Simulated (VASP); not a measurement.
# Mo (P6_3/mmc) in VASP: notebook

The runs below take Mo through single point, with RPBE.

Everything below comes from runs of VASP 6.6.1. Logs are shortened: lines on timing, memory, paths and dates and some standing lists are left out, and cuts for length are marked.

## (1) The cell of the first run

It takes space group P6_3/mmc (No. 194, hexagonal). Conventional cell: a = 2.858 Å, b = 2.858 Å, c = 9.967 Å, α = 90.00°, β = 90.00°, γ = 120.00°. Within 3.8 Å of Mo (site symmetry -3m) lie 12 Mo at 2.86 to 2.99 Å. Mo (site symmetry -6m2) has 12 Mo at 2.86 to 2.99 Å within 3.8 Å.

This isn't the form of Mo at room conditions, which is bcc.

## (2) Single point, RPBE (17.62 Å³/atom)

Input file INCAR:

```
SYSTEM = Mo
PREC = Accurate ; ENCUT = 520
EDIFF = 1E-6 ; ISMEAR = -1
SIGMA = 0.1 ; LREAL = .FALSE.
LASPH = .TRUE. ; NELM = 60
ALGO = Normal ; ISIF = 2
LWAVE = .FALSE. ; LCHARG = .TRUE.
GGA = RP ; LELF = .TRUE.
LVHAR = .TRUE. ; NBANDS = 36
```

Input file KPOINTS:

```
Automatic mesh
0
G
  15 15 4
  0 0 0
```

Input file POSCAR:

```
Mo
1.0
    2.8576164139      0.0000000000      0.0000000000
   -1.4288082069      2.4747684087      0.0000000000
    0.0000000000      0.0000000000      9.9670289147
Mo
4
Direct
    1.0000000000      1.0000000000      0.0000000000
    1.0000000000      1.0000000000      0.5000000000
    0.3333333333      0.6666666667      0.2500000000
    0.6666666667      0.3333333333      0.7500000000
```

Potentials or basis: VASP PAW PBE potentials, release 64 (Mo_sv).

Started as:

```bash
cat potpaw_PBE.64/Mo_sv/POTCAR > POTCAR
mpirun -np 1 vasp_std > vasp.out
```

OUTCAR:

```text
SYSTEM = Mo
   PREC = Accurate
   ENCUT = 520
   EDIFF = 1E-6
   ISMEAR = -1
   LREAL = .FALSE.
   LASPH = .TRUE.
   NELM = 60
   ISIF = 2
   GGA = RP

 ion  position               nearest neighbor table
   1  0.000  0.000  0.000-   3 2.99   4 2.99   3 2.99   4 2.99   4 2.99   3 2.99
   2  0.000  0.000  0.500-   3 2.99   4 2.99   3 2.99   4 2.99   4 2.99   3 2.99
   3  0.333  0.667  0.250-   1 2.99   2 2.99   1 2.99   2 2.99   1 2.99   2 2.99
   4  0.667  0.333  0.750-   1 2.99   2 2.99   1 2.99   2 2.99   1 2.99   2 2.99

  LATTYP: Found a hexagonal cell.
 ALAT       =     2.8576164139
 C/A-ratio  =     3.4878820216

  Lattice vectors:

 A1 = (   2.8576164139,   0.0000000000,   0.0000000000)
 A2 = (  -1.4288082069,   2.4747684087,   0.0000000000)
 A3 = (   0.0000000000,   0.0000000000,   9.9670289147)

Analysis of symmetry for initial positions (statically):
=====================================================================
 Subroutine PRICEL returns:
 Original cell was already a primitive cell.

 Routine SETGRP: Setting up the symmetry group for a
 hexagonal supercell.

 Subroutine GETGRP returns: Found 24 space group operations
 (whereof 12 operations were pure point group operations)
 out of a pool of 24 trial point group operations.

The static configuration has the point symmetry D_3d.
 The point group associated with its full space group is D_6h.

Analysis of symmetry for dynamics (positions and initial velocities):
=====================================================================
 Subroutine PRICEL returns:
 Original cell was already a primitive cell.

 Routine SETGRP: Setting up the symmetry group for a
 hexagonal supercell.

 Subroutine GETGRP returns: Found 24 space group operations
 (whereof 12 operations were pure point group operations)
 out of a pool of 24 trial point group operations.

The dynamic configuration has the point symmetry D_3d.
 The point group associated with its full space group is D_6h.

 Subroutine INISYM returns: Found 24 space group operations
 (whereof 12 operations are pure point group operations),
 and found     1 'primitive' translations

----------------------------------------------------------------------------------------

                                     Primitive cell

  volume of cell :      70.4862

  direct lattice vectors                    reciprocal lattice vectors
     2.857616414  0.000000000  0.000000000     0.349941999  0.202039107  0.000000000
    -1.428808207  2.474768409  0.000000000     0.000000000  0.404078215  0.000000000
     0.000000000  0.000000000  9.967028915     0.000000000  0.000000000  0.100330802

  length of vectors
     2.857616414  2.857616414  9.967028915     0.404078215  0.404078215  0.100330802

  position of ions in fractional coordinates (direct lattice)
     0.000000000  0.000000000  0.000000000
     0.000000000  0.000000000  0.500000000
     0.333333333  0.666666667  0.250000000
     0.666666667  0.333333333  0.750000000

  ion indices of the primitive-cell ions
   primitive index   ion index
                 1           1
                 2           2
                 3           3
                 4           4

----------------------------------------------------------------------------------------

 KPOINTS: Automatic mesh

Automatic generation of k-mesh.
 Grid dimensions read from file:
 generate k-points for:   15   15    4

 Generating k-lattice:

  Cartesian coordinates                     Fractional coordinates (reciprocal lattice)
     0.023329467  0.013469274  0.000000000     0.066666667  0.000000000  0.000000000
     0.000000000  0.026938548  0.000000000     0.000000000  0.066666667  0.000000000
     0.000000000  0.000000000  0.025082700     0.000000000  0.000000000  0.250000000

  Length of vectors
     0.026938548  0.026938548  0.025082700

  Shift w.r.t. Gamma in fractional coordinates (k-lattice)
     0.000000000  0.000000000  0.000000000

 Subroutine IBZKPT returns following result:
 ===========================================

 Found     81 irreducible k-points:

 Following reciprocal coordinates:
            Coordinates               Weight
  0.000000  0.000000  0.000000      1.000000
  0.066667 -0.000000  0.000000      6.000000
  0.133333  0.000000  0.000000      6.000000
  0.200000 -0.000000  0.000000      6.000000
  0.266667  0.000000  0.000000      6.000000
  0.333333 -0.000000  0.000000      6.000000
[... 16 lines left out ...]
  0.333333  0.200000  0.000000     12.000000
  0.400000  0.200000  0.000000      6.000000
 [... further k-points ...]
   k-points           NKPTS =     81   k-points in BZ     NKDIM =     81   number of bands    NBANDS=     36
   number of dos      NEDOS =    301   number of ions     NIONS =      4
   total plane-waves  NPLWV =  46080
   dimension x,y,z NGX =    24 NGY =   24 NGZ =   80
   dimension x,y,z NGXF=    48 NGYF=   48 NGZF=  160
   ions per type =               4
   NGX,Y,Z   is equivalent  to a cutoff of  13.96, 13.96, 13.34 a.u.
   NGXF,Y,Z  is equivalent  to a cutoff of  27.92, 27.92, 26.69 a.u.
 SYSTEM =  Mo
   PREC   = accura    normal or accurate (medium, high low for compatibility)
   ISTART =      0    job   : 0-new  1-cont  2-samecut
   ICHARG =      2    charge: 1-file 2-atom 10-const
   ISPIN  =      1    spin polarized calculation?
   LNONCOLLINEAR =      F non collinear calculations
   LSORBIT =      F    spin-orbit coupling
   LASPH  =      T    aspherical Exc in radial PAW
   ENCUT  =  520.0 eV  38.22 Ry    6.18 a.u.   5.31  5.31 18.53*2*pi/ulx,y,z
   NELM   =     60;   NELMIN=  2; NELMDL= -5     # of ELM steps
   EDIFF  = 0.1E-05   stopping-criterion for ELM
   LREAL  =      F    real-space projection
   EDIFFG = 0.1E-04   stopping-criterion for IOM
   NSW    =      0    number of steps for IOM
   IBRION =     -1    ionic relax: 0-MD 1-quasi-New 2-CG
   NFREE  =      0    steps in history (QN), initial steepest desc. (CG)
   ISIF   =      2    stress and relaxation
   ISYM   =      2    0-nonsym 1-usesym 2-fastsym
   POTIM  = 0.5000    time-step for ionic-motion
   TEBEG  =    0.0;   TEEND  =   0.0 temperature during run
   PSTRESS=    0.0 pullay stress
   NELECT =      56.0000    total number of electrons
   NUPDOWN=      -1.0000    fix difference up-down
   EMIN   =  10.00;   EMAX   =-10.00  energy-range for DOS
   EFERMI =   0.00;   METHOD = LEGACY
   ISMEAR =    -1;   SIGMA  =   0.10  broadening in eV -4-tet -1-fermi 0-gaus
   EFERMI_NEDOS =   21; number of points for ismear=-14 and -15
   IALGO  =     38    algorithm
   IMIX   =      4    mixing-type and parameters
     AMIX     =   0.40;   BMIX     =  1.00
     AMIX_MAG =   1.60;   BMIX_MAG =  1.00
  volume/ion in A,a.u.               =      17.62       118.92
  Fermi-wavevector in a.u.,A,eV,Ry     =   1.516245  2.865288 31.279787  2.298999
  Thomas-Fermi vector in A             =   2.625661
   LORBIT       =      0    0 simple, 1 ext, 2 COOP (PROOUT), +10 PAW based schemes
   GGA     = RP    functional components
   LHFCALC =     F    Hartree Fock is set to
   AEXX    =    0.0000 exact exchange contribution
   IVDW    =     0    specifies the selected vdW correction
   LEPSILON=     F    determine dielectric tensor
   LRPA    =     F    only Hartree local field effects (RPA)
 non-spin polarized calculation
  energy-cutoff  :      520.00
  volume of cell :       70.49
 maximum number of plane-waves:      1922
 NGX is ok and might be reduce to    24
   NGX = 11   NGY = 11   NGZ = 37

 number of electron      56.0000008 magnetization

 Free energy of the ion-electron system (eV)
  ---------------------------------------------------
  ext. energy  EPLUGINS =         0.00000000
  ---------------------------------------------------
  free energy    TOTEN  =       -39.60869569 eV

  energy without entropy =      -39.41881065  energy(sigma->0) =      -39.51375317

 E-fermi :  10.5444     XC(G=0): -12.6360

 val. band max:       10.5405074047   @ k =   0.4000  -0.0000   0.5000
 cond. band min:      10.5449593794   @ k =   0.2000   0.0667   0.0000
 fundamental gap:      0.0044519747
 Fermi energy:        10.5444470892

 k-point     1 :       0.0000    0.0000    0.0000
  band No.  band energies     occupation
      1     -50.3481      2.00000
      2     -50.3007      2.00000
      3     -50.2802      2.00000
      4     -50.2321      2.00000
      5     -24.7807      2.00000
      6     -24.3927      2.00000
[... 28 lines left out ...]
     35      12.5615      0.00000
     36      12.5615      0.00000

 k-point     2 :       0.0667   -0.0000    0.0000
  band No.  band energies     occupation
      1     -50.3414      2.00000
      2     -50.2951      2.00000
      3     -50.2746      2.00000
      4     -50.2276      2.00000
      5     -24.7674      2.00000
      6     -24.3906      2.00000
[... 28 lines left out ...]
     35      12.5916      0.00000
     36      12.6692      0.00000

 k-point     3 :       0.1333    0.0000    0.0000
  band No.  band energies     occupation
      1     -50.3226      2.00000
      2     -50.2794      2.00000
      3     -50.2588      2.00000
      4     -50.2151      2.00000
      5     -24.7289      2.00000
      6     -24.3883      2.00000
[... 28 lines left out ...]
     35      12.6084      0.00000
     36      12.8551      0.00000

 k-point     4 :       0.2000   -0.0000    0.0000
  band No.  band energies     occupation
      1     -50.2943      2.00000
      2     -50.2561      2.00000
      3     -50.2355      2.00000
      4     -50.1969      2.00000
      5     -24.6697      2.00000
      6     -24.4020      2.00000
[... 28 lines left out ...]
     35      12.6118      0.00000
     36      12.7866      0.00000

 k-point     5 :       0.2667    0.0000    0.0000
  band No.  band energies     occupation
      1     -50.2608      2.00000
      2     -50.2293      2.00000
      3     -50.2086      2.00000
      4     -50.1768      2.00000
      5     -24.6002      2.00000
      6     -24.4881      2.00000
[... 655 lines left out ...]
 k-point    22 :       0.2667    0.2000    0.0000
  band No.  band energies     occupation
      1     -50.1928      2.00000
      2     -50.1781      2.00000
      3     -50.1574      2.00000
      4     -50.1426      2.00000
      5     -24.6515      2.00000
      6     -24.6261      2.00000
[... 28 lines left out ...]
     35      13.9775      0.00000
     36      14.0059      0.00000

 k-point    23 :       0.3333    0.2000    0.0000
  band No.  band energies     occupation
      1     -50.1732      2.00000
      2     -50.1651      2.00000
      3     -50.1444      2.00000
      4     -50.1362      2.00000
      5     -24.7036      2.00000
      6     -24.6691      2.00000
[... 28 lines left out ...]
     35      13.8763      0.00000
     36      14.0298      0.00000

 k-point    24 :       0.4000    0.2000    0.0000
  band No.  band energies     occupation
      1     -50.1656      2.00000
      2     -50.1605      2.00000
      3     -50.1398      2.00000
      4     -50.1347      2.00000
      5     -24.7230      2.00000
      6     -24.6839      2.00000
[... 28 lines left out ...]
     35      13.7343      0.00000
     36      13.8863      0.00000

 [... further k-points ...]
[... 5 lines left out ...]
  --------------------------------------------------------------------------------------
  -------------------------------------------------------------------------------------
  Total       -6.7626306     -6.7626306     -5.8502166     -0.0000000      0.0000000      0.0000000
  in kB     -153.7170468   -153.7170468   -132.9775465     -0.0000000      0.0000000      0.0000000
  external PRESSURE =    -146.8038800 kB  Pullay stress =       0.0000000 kB

 VOLUME and BASIS-vectors are now :
 -----------------------------------------------------------------------------
  energy-cutoff  :      520.00
  volume of cell :       70.49
      direct lattice vectors                 reciprocal lattice vectors
     2.857616414  0.000000000  0.000000000     0.349941999  0.202039107  0.000000000
    -1.428808207  2.474768409  0.000000000     0.000000000  0.404078215  0.000000000
     0.000000000  0.000000000  9.967028915     0.000000000  0.000000000  0.100330802

 POSITION                                       TOTAL-FORCE (eV/Angst)
 -----------------------------------------------------------------------------------
      0.00000      0.00000      0.00000        -0.000000      0.000000      0.000000
      0.00000      0.00000      4.98351        -0.000000      0.000000      0.000000
     -0.00000      1.64985      2.49176         0.000000      0.000000     -0.000000
      1.42881      0.82492      7.47527         0.000000     -0.000000     -0.000000
 -----------------------------------------------------------------------------------
    total drift:                               -0.000000      0.000000     -0.000000

  FREE ENERGIE OF THE ION-ELECTRON SYSTEM (eV)
  ---------------------------------------------------
  free  energy   TOTEN  =       -39.6086956899 eV

  energy  without entropy=      -39.4188106542  energy(sigma->0) =      -39.51375317
```

It took 3.2 min on 1 thread of Intel Xeon 8259CL, shared host; peak memory 0.29 GiB.

What came out:

- Free energy: -39.6087 eV
- Pressure: -14.7 GPa
- Band gap on the k mesh: zero (bands 28 and 29 overlap by 1.58 eV)

Stress tensor (GPa, compression positive):
```
-15.37   0.00   0.00
  0.00 -15.37   0.00
  0.00   0.00 -13.30
```

Caveat: the cell stands under tension; the PAW data sets were made with another functional, which shifts forces and pressure a little.

## (3) Single point, RPBE (18.27 Å³/atom)

This run uses another cell than the first one, of 18.27 Å³/atom.

Input file INCAR:

```
PREC = Accurate ; ENCUT = 520
EDIFF = 1E-6 ; ISMEAR = -1
SIGMA = 0.1 ; LREAL = F
LASPH = T ; NELM = 80
ALGO = Normal ; ISIF = 2
LWAVE = F ; LCHARG = F
GGA = RP ; NBANDS = 36
```

Input file KPOINTS:

```
Automatic mesh
0
Gamma
  15 15 4
```

Input file POSCAR:

```
Mo
1.0
    2.8924688294      0.0000000000      0.0000000000
   -1.4462344147      2.5049514859      0.0000000000
    0.0000000000      0.0000000000     10.0885900282
Mo
4
Direct
    1.0000000000      1.0000000000      0.0000000000
    1.0000000000      1.0000000000      0.5000000000
    0.3333333333      0.6666666667      0.2500000000
    0.6666666667      0.3333333333      0.7500000000
```

Potentials or basis: VASP PAW PBE potentials, release 64 (Mo_sv).

Started as:

```bash
cat potpaw_PBE.64/Mo_sv/POTCAR > POTCAR
mpirun -np 1 vasp_std > vasp.out
```

It took 3.8 min on 1 thread of Intel Xeon 8259CL, shared host; peak memory 0.3 GiB.

Results (log left out):

| Quantity | Value |
| --- | --- |
| Free energy | -39.3246 eV |
| Pressure | -20.1 GPa |
| Band gap on the k mesh | zero (bands 28 and 29 overlap by 1.50 eV) |

Stress tensor (GPa, compression positive):
```
-21.09   0.00   0.00
  0.00 -21.09   0.00
  0.00   0.00 -18.21
```

Levels at points of the mesh, in eV from the Fermi level:
```tsv
k point	band 24	band 25	band 26	band 27	band 28	band 29	band 30	band 31	band 32	band 33
(0.00, 0.00, 0.00)	-0.59	-0.59	-0.49	-0.49	-0.28	-0.28	-0.16	-0.16	0.53	1.35
(0.00, 0.00, 0.50)	-0.52	-0.50	-0.50	-0.50	-0.50	-0.28	-0.28	-0.28	-0.28	1.60
```

Caveat: the cell stands under tension; the PAW data sets were made with another functional, which shifts forces and pressure a little.

## (4) Single point, RPBE

This run uses another cell than the first one, of 16.32 Å³/atom.

Input file INCAR:

```
PREC = Accurate
ENCUT = 520
EDIFF = 1E-7
ISMEAR = -1
SIGMA = 0.1
LREAL = F
LASPH = T
NELM = 80
ALGO = Normal
ISIF = 2
LWAVE = F
LCHARG = F
GGA = RP
NBANDS = 36
```

Input file KPOINTS:

```
regular mesh
0
Gamma
  17 17 5
```

Input file POSCAR:

```
Mo
1.0
    2.7852403611      0.0000000000      0.0000000000
   -1.3926201805      2.4120889083      0.0000000000
    0.0000000000      0.0000000000      9.7145897813
Mo
4
Direct
    1.0000000000      1.0000000000      0.0000000000
    1.0000000000      1.0000000000      0.5000000000
    0.3333333333      0.6666666667      0.2500000000
    0.6666666667      0.3333333333      0.7500000000
```

Started as:

```bash
cat potpaw_PBE.64/Mo_sv/POTCAR > POTCAR
mpirun -np 1 vasp_std > vasp.out
```

Wall time 5 min (1 thread of Intel Xeon 8259CL, shared host); peak memory 0.3 GiB.

The run converged. Its results:

```
Free energy            : -39.8527 eV
Pressure               : 0.4 GPa
Band gap on the k mesh : zero (bands 28 and 29 overlap by 1.73 eV)
```

Levels at points of the mesh, in eV from the Fermi level:
```csv
k point,band 24,band 25,band 26,band 27,band 28,band 29,band 30,band 31,band 32,band 33
"(0.00, 0.00, 0.00)",-0.74,-0.74,-0.62,-0.62,-0.37,-0.37,-0.22,-0.22,0.76,1.56
```

Caveat: the PAW data sets were made with another functional, which shifts forces and pressure a little.

## (5) The runs side by side

```tsv
cell	k mesh	gap on the mesh (eV)	pressure (GPa)
a = 2.858, b = 2.858, c = 9.967 Å, angles 90.0, 90.0, 120.0°, 4 atoms	15 × 15 × 4	none	-14.7
a = 2.892, b = 2.892, c = 10.089 Å, angles 90.0, 90.0, 120.0°, 4 atoms	15 × 15 × 4	none	-20.1
a = 2.785, b = 2.785, c = 9.715 Å, angles 90.0, 90.0, 120.0°, 4 atoms	17 × 17 × 5	none	0.4
```

Alike in all rows: task single point; level RPBE; potentials or basis VASP PAW PBE potentials, release 64 (Mo_sv); no spin polarisation; cutoff (eV) 520; smearing fermi-dirac 0.1 eV.

Caveats: the PAW data sets were made with another functional, which shifts forces and pressure a little; the cell stands under tension (at least some runs).

Total energies depend on the potentials used, so only differences within one code and one set of settings carry meaning.
